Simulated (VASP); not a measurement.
Set up this calculation in VASP 6.6.1, as the native input.

```
Task                   : single point
Functional             : PBE
Potentials or basis    : VASP PAW PBE potentials, release 64 (Re)
Cutoff                 : 520 eV
k mesh                 : 18 × 18 × 10
Occupations            : gaussian, width 0.15 eV
Spin                   : no spin polarisation
Dipole correction      : no
Further INCAR settings : ALGO = Normal; EDIFF = 1e-06; NBANDS = 14
```

The structure of Re lies in POSCAR:

```
Re
1.0
    2.7748241524      0.0000000000      0.0000000000
   -1.3874120762      2.4030682070      0.0000000000
    0.0000000000      0.0000000000      4.4842238099
Re
2
Direct
    0.3333333333      0.6666666667      0.2500000000
    0.6666666667      0.3333333333      0.7500000000
```

The input as run:

INCAR

```
SYSTEM = Re
  PREC = Accurate
  ENCUT = 520
  EDIFF = 1E-6
  ISMEAR = 0
  SIGMA = 0.15
  LREAL = .FALSE.
  LASPH = .TRUE.
  NELM = 100
  ALGO = Normal
  ISIF = 2
  LWAVE = .FALSE.
  LCHARG = .FALSE.
  GGA = PE
  NBANDS = 14
```

KPOINTS

```
Automatic mesh
0
G
  18 18 10
  0 0 0
```

Potentials or basis: VASP PAW PBE potentials, release 64 (Re).

Command:

```bash
$ cat potpaw_PBE.64/Re/POTCAR > POTCAR
$ mpirun -np 1 vasp_std > vasp.out
```

It gave:

```yaml
Pressure: -0.5 GPa
Band_gap_on_the_k_mesh: zero (bands 7 and 8 overlap by 3.08 eV)
```

Caveat: spin-orbit coupling is left out, which moves the levels of the heavy elements.

It took 73 s on 1 thread of Oxide Virtual Turin-like Processor, with other jobs on the host, peak memory 0.18 GiB.
